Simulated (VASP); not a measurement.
# Ti5WC6: single point with PBE

The system is Ti5WC6.

```xyz
12
Lattice="3.0691 0.0000 0.0000 0.0000 3.0691 0.0000 0.0000 0.0000 12.9884" Properties=species:S:1:pos:R:3 pbc="T T T"
Ti    0.0000    0.0000   10.7856
Ti    1.5345    1.5345    8.6454
Ti    0.0000    0.0000    6.4942
Ti    1.5345    1.5345    4.3430
Ti    0.0000    0.0000    2.2029
W     1.5345    1.5345    0.0000
C     0.0000    0.0000    8.6607
C     1.5345    1.5345    6.4942
C     0.0000    0.0000    4.3277
C     1.5345    1.5345    2.1549
C     0.0000    0.0000    0.0000
C     1.5345    1.5345   10.8336
```

```json
{
  "Program": "VASP 6.6.1",
  "Task": "single point",
  "Functional": "PBE",
  "Potentials or basis": "VASP PAW PBE potentials, release 64 (Ti_sv, W_sv, C)",
  "Cutoff": "520 eV",
  "k mesh": "12 × 12 × 4",
  "Occupations": "gaussian, width 0.1 eV",
  "Spin": "no spin polarisation"
}
```

```yaml
Pressure: 0.3 GPa
Largest_force: 0.012 eV/Å
Band_gap_on_the_k_mesh: zero (bands 49 and 50 overlap by 1.47 eV)
```

Forces in eV/Å, atoms in the order of the input:
```
Ti   0.000  0.000 -0.011
Ti   0.000  0.000  0.001
Ti   0.000  0.000  0.000
Ti   0.000  0.000 -0.001
Ti   0.000  0.000  0.011
W    0.000  0.000  0.000
C    0.000  0.000  0.001
C    0.000  0.000  0.000
C    0.000  0.000 -0.001
C    0.000  0.000  0.012
C    0.000  0.000  0.000
C    0.000  0.000 -0.012
```

Levels at points of the mesh, in eV from the Fermi level:
```tsv
k point	band 46	band 47	band 48	band 49	band 50	band 51	band 52	band 53
(0.00, 0.00, 0.00)	-0.56	-0.56	-0.34	-0.34	-0.33	0.09	0.24	0.24
(0.50, 0.00, 0.00)	-2.92	-2.84	-2.81	0.85	1.65	1.69	2.14	2.19
(0.50, 0.50, 0.00)	-2.14	-0.79	-0.79	-0.62	-0.53	1.18	1.18	1.24
(0.00, 0.00, 0.50)	-0.59	-0.36	-0.36	-0.35	-0.35	-0.17	-0.10	-0.10
(0.50, 0.00, 0.50)	-2.91	-2.85	-2.84	0.88	1.69	1.77	1.95	2.12
(0.50, 0.50, 0.50)	-1.54	-1.48	-1.25	-0.33	-0.33	0.27	0.27	2.16
```

It took 8 min on 1 thread of Intel(R) Xeon(R) 6975P-C (Granite Rapids), with other jobs on the host, peak memory 0.57 GiB.

Caveat: spin-orbit coupling is left out, which moves the levels of the heavy elements.
